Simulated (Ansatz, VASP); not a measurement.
**Two plane-wave programs on Pb**

```
CELL_PARAMETERS angstrom
0.00000 2.61452 2.61452
2.61452 0.00000 2.61452
2.61452 2.61452 0.00000
ATOMIC_POSITIONS crystal
Pb 0.00000 0.00000 0.00000
```

Alike in both runs: task single point; functional PBE; k mesh 18 × 18 × 18; occupations fermi-dirac, width 0.1 eV; no spin polarisation.

|  | VASP | Ansatz |
| --- | --- | --- |
| version | VASP 6.6.1 | Ansatz 0.2.0 |
| potentials or method | VASP PAW PBE potentials, release 64 (Pb_d), cutoff 520 eV | plane waves (420 eV) with PAW, scalar-relativistic |
| valence electrons in the cell | 14 | 14 |

```tsv
	VASP	Ansatz	Ansatz less VASP
pressure (GPa)	-3.4	-3.3	+0.06
```

Neither program's run includes spin-orbit coupling.
